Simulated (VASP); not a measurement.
# Ir (Immm) in VASP: a series of runs

The runs below take Ir through single point, with LDA.

All numbers are computed with VASP 6.6.1; they aren't measurements. Logs are shortened: lines on timing, memory, paths and dates and some standing lists are left out, and cuts for length are marked.

## 1. The cell of the first run

The structure is orthorhombic, space group Immm (No. 71). Conventional cell: a = 2.688 Å, b = 2.742 Å, c = 3.839 Å, α = 90.00°, β = 90.00°, γ = 90.00°. Ir (site symmetry mmm) has 12 Ir at 2.69 to 2.74 Å within 3.5 Å.

## 2. Single point, LDA (strain -0.0200 x Voigt [0, 0, 0, 0, 0, 1])

INCAR

```
SYSTEM = Ir
PREC = Accurate ; ENCUT = 520
EDIFF = 1E-7 ; ISMEAR = 0
SIGMA = 0.15 ; LREAL = .FALSE.
LASPH = .TRUE. ; NELM = 60
ALGO = Fast ; ISIF = 2
LWAVE = .FALSE. ; LCHARG = .FALSE.
GGA = CA ; NBANDS = 10
```

KPOINTS

```
Automatic mesh
0
G
  22 22 22
  0 0 0
```

POSCAR

```
Ir
1.0
   -0.0191970000      1.9197000000      1.9197000000
    1.9197000000     -0.0191970000      1.9197000000
    1.9005030000      1.9005030000      0.0000000000
Ir
1
Direct
    0.0000000000      0.0000000000      0.0000000000
```

Potentials or basis: VASP PAW LDA potentials, release 64 (Ir).

The run is started by

```
$ cat potpaw_LDA.64/Ir/POTCAR > POTCAR
$ mpirun -np 1 vasp_std > vasp.out
```

OUTCAR:

```text
SYSTEM = Ir
   PREC = Accurate
   ENCUT = 520
   EDIFF = 1E-7
   ISMEAR = 0
   LREAL = .FALSE.
   LASPH = .TRUE.
   NELM = 60
   ISIF = 2
   GGA = CA

 ion  position               nearest neighbor table
   1  0.000  0.000  0.000-

  LATTYP: Found a body centered orthorhombic cell.
 ALAT       =     2.6877171179
 B/A-ratio  =     1.0202020202
 C/A-ratio  =     1.4284985479

  Lattice vectors:

 A1 = (   0.0191970000,  -1.9197000000,  -1.9197000000)
 A2 = (  -0.0191970000,   1.9197000000,  -1.9197000000)
 A3 = (   1.9197000000,  -0.0191970000,   1.9197000000)

Analysis of symmetry for initial positions (statically):
=====================================================================
 Subroutine PRICEL returns:
 Original cell was already a primitive cell.

 Routine SETGRP: Setting up the symmetry group for a
 body centered orthorhombic supercell.

 Subroutine GETGRP returns: Found  8 space group operations
 (whereof  8 operations were pure point group operations)
 out of a pool of  8 trial point group operations.

The static configuration has the point symmetry D_2h.

Analysis of symmetry for dynamics (positions and initial velocities):
=====================================================================
 Subroutine PRICEL returns:
 Original cell was already a primitive cell.

 Routine SETGRP: Setting up the symmetry group for a
 body centered orthorhombic supercell.

 Subroutine GETGRP returns: Found  8 space group operations
 (whereof  8 operations were pure point group operations)
 out of a pool of  8 trial point group operations.

The dynamic configuration has the point symmetry D_2h.

 Subroutine INISYM returns: Found  8 space group operations
 (whereof  8 operations are pure point group operations),
 and found     1 'primitive' translations

----------------------------------------------------------------------------------------

                                     Primitive cell

  volume of cell :      14.1477

  direct lattice vectors                    reciprocal lattice vectors
    -0.019197000  1.919700000  1.919700000    -0.257878577  0.257878577  0.260457363
     1.919700000 -0.019197000  1.919700000     0.257878577 -0.257878577  0.260457363
     1.900503000  1.900503000  0.000000000     0.263088246  0.263088246 -0.260457363

  length of vectors
     2.714933646  2.714933646  2.687717118     0.448152607  0.448152607  0.454168348

  position of ions in fractional coordinates (direct lattice)
     0.000000000  0.000000000  0.000000000

  ion indices of the primitive-cell ions
   primitive index   ion index
                 1           1
[... 74 lines left out ...]
   EDIFFG = 0.1E-05   stopping-criterion for IOM
   NSW    =      0    number of steps for IOM
   IBRION =     -1    ionic relax: 0-MD 1-quasi-New 2-CG
   NFREE  =      0    steps in history (QN), initial steepest desc. (CG)
   ISIF   =      2    stress and relaxation
   ISYM   =      2    0-nonsym 1-usesym 2-fastsym
   POTIM  = 0.5000    time-step for ionic-motion
   TEBEG  =    0.0;   TEEND  =   0.0 temperature during run
   PSTRESS=    0.0 pullay stress
   NELECT =       9.0000    total number of electrons
   NUPDOWN=      -1.0000    fix difference up-down
   EMIN   =  10.00;   EMAX   =-10.00  energy-range for DOS
   EFERMI =   0.00;   METHOD = LEGACY
   ISMEAR =     0;   SIGMA  =   0.15  broadening in eV -4-tet -1-fermi 0-gaus
   EFERMI_NEDOS =   21; number of points for ismear=-14 and -15
   IALGO  =     68    algorithm
   IMIX   =      4    mixing-type and parameters
     AMIX     =   0.40;   BMIX     =  1.00
     AMIX_MAG =   1.60;   BMIX_MAG =  1.00
  volume/ion in A,a.u.               =      14.15        95.47
  Fermi-wavevector in a.u.,A,eV,Ry     =   1.407970  2.660678 26.971917  1.982380
  Thomas-Fermi vector in A             =   2.530175
   LORBIT       =      0    0 simple, 1 ext, 2 COOP (PROOUT), +10 PAW based schemes
   GGA     = CA    functional components
   LHFCALC =     F    Hartree Fock is set to
   AEXX    =    0.0000 exact exchange contribution
   IVDW    =     0    specifies the selected vdW correction
   LEPSILON=     F    determine dielectric tensor
   LRPA    =     F    only Hartree local field effects (RPA)
 non-spin polarized calculation
 RMM-DIIS sequential band-by-band and
 Gauss-broadening in eV      SIGMA  =   0.15
  energy-cutoff  :      520.00
  volume of cell :       14.15
 maximum number of plane-waves:       390
   NGX = 11   NGY = 11   NGZ =  9

 number of electron       9.0000000 magnetization

 Free energy of the ion-electron system (eV)
  ---------------------------------------------------
  ext. energy  EPLUGINS =         0.00000000
  ---------------------------------------------------
  free energy    TOTEN  =       -10.31871147 eV

  energy without entropy =      -10.30636355  energy(sigma->0) =      -10.31253751

 E-fermi :  10.2796     XC(G=0): -14.1392

 val. band max:       10.2786353243   @ k =  -0.2273  -0.3636   0.4091
 cond. band min:      10.2856715312   @ k =   0.4091   0.0455   0.3636
 fundamental gap:      0.0070362069
 Fermi energy:        10.2795636841

 k-point     1 :       0.0000    0.0000    0.0000
  band No.  band energies     occupation
      1      -0.7962      2.00000
      2       6.2381      2.00000
      3       6.3776      2.00000
      4       6.5500      2.00000
      5       9.1225      2.00000
      6       9.1258      2.00000
      7      24.6508      0.00000
      8      29.8740      0.00000
      9      30.1991      0.00000
     10      30.5210      0.00000
[... 287 lines left out ...]
 k-point    24 :      -0.4545    0.0455    0.0000
  band No.  band energies     occupation
      1       2.2473      2.00000
      2       6.1378      2.00000
      3       6.5319      2.00000
      4       8.9739      2.00000
      5      11.1289      0.00000
      6      11.5186      0.00000
      7      17.6032      0.00000
      8      24.4831      0.00000
      9      29.7772      0.00000
     10      30.5677      0.00000

 [... further k-points ...]
[... 5 lines left out ...]
  --------------------------------------------------------------------------------------
  -------------------------------------------------------------------------------------
  Total       -0.5065473     -0.5065473     -0.5328067      0.4746836      0.0000000      0.0000000
  in kB      -57.3645988    -57.3645988    -60.3383768     53.7561534      0.0000000      0.0000000
  external PRESSURE =     -58.3558581 kB  Pullay stress =       0.0000000 kB

 VOLUME and BASIS-vectors are now :
 -----------------------------------------------------------------------------
  energy-cutoff  :      520.00
  volume of cell :       14.15
      direct lattice vectors                 reciprocal lattice vectors
    -0.019197000  1.919700000  1.919700000    -0.257878577  0.257878577  0.260457363
     1.919700000 -0.019197000  1.919700000     0.257878577 -0.257878577  0.260457363
     1.900503000  1.900503000  0.000000000     0.263088246  0.263088246 -0.260457363

 POSITION                                       TOTAL-FORCE (eV/Angst)
 -----------------------------------------------------------------------------------
      0.00000      0.00000      0.00000        -0.000000      0.000000      0.000000
 -----------------------------------------------------------------------------------
    total drift:                               -0.000000      0.000000      0.000000

  FREE ENERGIE OF THE ION-ELECTRON SYSTEM (eV)
  ---------------------------------------------------
  free  energy   TOTEN  =       -10.3187114712 eV

  energy  without entropy=      -10.3063635456  energy(sigma->0) =      -10.31253751
```

OSZICAR:

```text
N       E                     dE             d eps       ncg     rms          rms(c)
DAV:   1     0.474902119994E+02    0.47490E+02   -0.43690E+03 30816   0.823E+02
DAV:   2    -0.999674890610E+01   -0.57487E+02   -0.54435E+02 31280   0.197E+02
DAV:   3    -0.109299822088E+02   -0.93323E+00   -0.92955E+00 35832   0.310E+01
DAV:   4    -0.109389307095E+02   -0.89485E-02   -0.89467E-02 35000   0.277E+00
DAV:   5    -0.109391133728E+02   -0.18266E-03   -0.18266E-03 35082   0.377E-01    0.157E+01
RMM:   6    -0.104123813729E+02    0.52673E+00   -0.42985E-01 31820   0.820E+00    0.598E+00
RMM:   7    -0.103237634134E+02    0.88618E-01   -0.18381E-01 32282   0.375E+00    0.156E+00
RMM:   8    -0.103241318909E+02   -0.36848E-03   -0.21887E-02 37846   0.190E+00    0.143E+00
RMM:   9    -0.103229660939E+02    0.11658E-02   -0.61775E-03 38691   0.739E-01    0.829E-01
RMM:  10    -0.103189307399E+02    0.40354E-02   -0.38952E-03 32514   0.991E-01    0.562E-01
RMM:  11    -0.103189784474E+02   -0.47707E-04   -0.43686E-04 34427   0.160E-01    0.413E-01
RMM:  12    -0.103189548790E+02    0.23568E-04   -0.43577E-05 41613   0.571E-02    0.389E-01
RMM:  13    -0.103189221628E+02    0.32716E-04   -0.11001E-05 38318   0.312E-02    0.368E-01
RMM:  14    -0.103188257928E+02    0.96370E-04   -0.35437E-05 42173   0.744E-02    0.272E-01
RMM:  15    -0.103187114773E+02    0.11432E-03   -0.26546E-04 53238   0.194E-01    0.524E-02
RMM:  16    -0.103187112152E+02    0.26216E-06   -0.56879E-06 41558   0.304E-02    0.190E-02
RMM:  17    -0.103187114070E+02   -0.19182E-06   -0.11827E-06 36188   0.118E-02    0.887E-03
RMM:  18    -0.103187114712E+02   -0.64163E-07   -0.19818E-07 25777   0.517E-03
   1 F= -.10318711E+02 E0= -.10312538E+02  d E =-.123479E-01
```

stdout:

```text
POSCAR found type information on POSCAR Ir
 POSCAR found :  1 types and       1 ions
 scaLAPACK will be used
 LDA part: xc-table for (Slater(with rela. corr.)+CA(PZ))
 , standard interpolation
 POSCAR, INCAR and KPOINTS ok, starting setup
 FFT: planning ... GRIDC
 FFT: planning ... GRID_SOFT
 FFT: planning ... GRID
 WAVECAR not read
 entering main loop
```

It took 13 min on 1 thread of AMD EPYC, shared host; peak memory 0.29 GiB.

What came out:

```yaml
Free_energy: -10.3187 eV
Pressure: -5.8 GPa
Band_gap_on_the_k_mesh: zero (an odd number of electrons rules out a gap without spin polarisation)
```

Caveat: the cell differs from its parent crystal (strain -0.0200 x Voigt [0, 0, 0, 0, 0, 1]); the cell stands under tension; spin-orbit coupling is left out, which moves the levels of the heavy elements.

(Continued in part 2 of 2.)
